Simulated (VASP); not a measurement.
SnO2: single point with LDA

The system is SnO2.

```
CELL_PARAMETERS angstrom
-2.04209 2.04209 4.81494
2.04209 -2.04209 4.81494
2.04209 2.04209 -4.81494
ATOMIC_POSITIONS crystal
Sn 0.75000 0.25000 0.50000
Sn 0.00000 0.00000 0.00000
O 0.79700 0.79700 0.00000
O 0.95300 0.45300 0.50000
O 0.20300 0.20300 0.00000
O 0.54700 0.04700 0.50000
```

This cell differs from its parent crystal: ratio of the length along z to the lengths across it x 0.92, volume and fractional coordinates fixed.

```json
{
 "Program": "VASP 6.6.1",
 "Task": "single point",
 "Functional": "LDA",
 "Potentials or basis": "VASP PAW LDA potentials, release 64 (Sn_d, O)",
 "Cutoff": "520 eV",
 "k mesh": "10 × 10 × 10",
 "Occupations": "gaussian, width 0.05 eV",
 "Spin": "no spin polarisation",
 "Dipole correction": "no",
 "Further INCAR settings": "ALGO = Normal; EDIFF = 1e-07; NBANDS = 35"
}
```

```
Pressure               : 5.4 GPa
Largest force          : 1.370 eV/Å
Band gap on the k mesh : 2.12 eV (least direct gap 2.58 eV)
```

Forces on the atoms (eV/Å):
```
Sn   0.000  0.000  0.000
Sn   0.000  0.000  0.000
O    0.000  0.000 -1.370
O    0.000  0.000  1.370
O    0.000  0.000  1.370
O    0.000  0.000 -1.370
```

Stress tensor (GPa, compression positive):
```
-2.45  0.00  0.00
 0.00 -2.45  0.00
 0.00  0.00 21.06
```

Levels at points of the mesh, in eV from the valence-band top:
```tsv
k point	band 22	band 23	band 24	band 25	band 26	band 27	band 28	band 29	band 30	band 31
(0.00, 0.00, 0.00)	-1.37	-0.66	-0.66	-0.46	-0.46	2.12	6.14	9.43	10.19	11.21
(0.50, 0.00, 0.00)	-0.93	-0.83	-0.81	-0.61	-0.36	5.20	6.62	8.03	8.45	10.19
(0.50, 0.50, 0.00)	-1.11	-0.59	-0.59	-0.12	-0.12	7.40	7.40	7.59	7.59	8.60
(0.50, 0.50, 0.50)	-2.45	-1.08	-1.08	-0.34	-0.34	4.84	4.84	7.79	7.79	11.63
```

Wall time 11 min on 1 thread of AMD EPYC 7R43 64-Core Processor (Zen 3), with other jobs on the host, peak memory 0.32 GiB.

Caveat: the cell stands under pressure; spin-orbit coupling is left out, which moves the levels of the heavy elements; forces of over 1 eV/Å act on the atoms, so gaps and moduli don't describe the material at rest. A k mesh can miss the band edges.
